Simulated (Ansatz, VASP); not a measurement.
Ni in VASP and in Ansatz

File POSCAR:

```
Ni
1.0
    0.0000000000      1.7710500000      1.7710500000
    1.7710500000      0.0000000000      1.7710500000
    1.7710500000      1.7710500000      0.0000000000
Ni
1
Direct
    0.0000000000      0.0000000000      0.0000000000
```

Contents of INCAR.step1:

```
PREC     = Accurate       # precision mode
ENCUT    = 520            # plane-wave cutoff, eV
ISMEAR   = -1             # smearing method
SIGMA    = 0.003          # smearing width, eV
LREAL    = False          # projectors in reciprocal space
LASPH    = True           # aspherical terms in the spheres
NELM     = 80             # most SCF steps
NBANDS   = 11             # bands
GGA      = PE             # functional
ALGO     = Normal         # electronic algorithm
EDIFF    = 1E-4           # SCF threshold, eV
LWAVE    = True           # write WAVECAR
LCHARG   = False          # write CHGCAR
```

Contents of INCAR.step2:

```
PREC     = Accurate       # precision mode
ENCUT    = 520            # plane-wave cutoff, eV
EDIFF    = 1E-6           # SCF threshold, eV
ISMEAR   = -1             # smearing method
SIGMA    = 0.003          # smearing width, eV
LREAL    = False          # projectors in reciprocal space
LASPH    = True           # aspherical terms in the spheres
NELM     = 80             # most SCF steps
ALGO     = Normal         # electronic algorithm
ISIF     = 2              # what is computed and relaxed
LWAVE    = False          # write WAVECAR
LCHARG   = False          # write CHGCAR
METAGGA  = R2SCAN         # meta-GGA
LMIXTAU  = True         
NBANDS   = 11             # bands
ISTART   = 1
```

Contents of KPOINTS:

```
Automatic mesh
0
Gamma
  13 13 13
```

Input for Ansatz:

```yaml
crystal:
  lattice:
    - [0.0, 1.77105, 1.77105]
    - [1.77105, 0.0, 1.77105]
    - [1.77105, 1.77105, 0.0]
  atoms:
    - { symbol: Ni, position: [0.0, 0.0, 0.0] }
hamiltonian:
  xc: r2scan
  pseudopotentials: { kind: paw }
basis:
  ecutwfc: 500
kpoints:
  mp_grid: { grid: [13, 13, 13] }
scf:
  occupations: { method: fermi_dirac, width: 0.003 }
  lower_state_search: "off"
  algorithm: density_mixing
  max_iter: 80
  mixing: {}
output:
  forces: true
  stress: true
```

Alike in both runs: task single point; functional r2SCAN; k mesh 13 × 13 × 13; occupations fermi-dirac, width 0.003 eV; no spin polarisation.

```csv
,VASP,Ansatz
version,VASP 6.6.1,Ansatz 0.2.0
potentials or method,"VASP PAW PBE potentials, release 64 (Ni), cutoff 520 eV","PAW, plane waves, scalar-relativistic"
valence electrons in the cell,10,18
```

|  | VASP | Ansatz | Ansatz less VASP |
| --- | --- | --- | --- |
| pressure (GPa) | -12.7 | -13.3 | -0.60 |

VASP's potentials were made for PBE, not for r2SCAN. VASP's potentials hold 10 valence electrons a cell and Ansatz's 18, so a difference there can come from the potentials and not from the codes.
